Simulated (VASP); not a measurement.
V2N3, 5 atoms in the cell. It takes space group P3m1 (No. 156, trigonal). The conventional cell has a = 2.780 Å, b = 2.780 Å, c = 6.196 Å, α = 90.00°, β = 90.00°, γ = 120.00°. Within 2.6 Å of V (site symmetry 3m) lie 6 N at 1.97 to 2.06 Å. V (site symmetry 3m) has 6 N at 1.98 to 2.05 Å within 2.6 Å. N (site symmetry 3m) has 6 V at 1.98 to 2.06 Å and 2 N at 2.43 Å within 2.6 Å. Within 1.8 Å of N (site symmetry 3m) lie 1 N at 1.33 Å. N (site symmetry 3m) has 1 N at 1.33 Å within 1.8 Å.  This cell differs from its parent crystal: all N atoms moved +0.062 Å, as atom 3 along Cartesian [0 0 1].

* Program: VASP 6.6.1
* Task: single point
* Functional: PBEsol
* Potentials or basis: VASP PAW PBE potentials, release 64 (V_sv, N)
* Cutoff: 520 eV
* k mesh: 18 × 18 × 8
* Occupations: gaussian, width 0.15 eV
* Spin: no spin polarisation
* Dipole correction: no
* Further INCAR settings: ALGO = Normal; EDIFF = 1e-07; NBANDS = 28

Potentials or basis: VASP PAW PBE potentials, release 64 (V_sv, N).

Run with:

```sh
$ cat potpaw_PBE.64/V_sv/POTCAR potpaw_PBE.64/N/POTCAR > POTCAR
$ mpirun -np 1 vasp_std > vasp.out
```

Hardware: 1 thread of Intel(R) Xeon(R) 6975P-C (Granite Rapids) (shared host).

How long does it take, and how much memory?

Wall time 2.2 min on 1 thread of Intel(R) Xeon(R) 6975P-C (Granite Rapids), on a shared host, peak memory 0.36 GiB. Counts: scf iterations 17, k points 266.
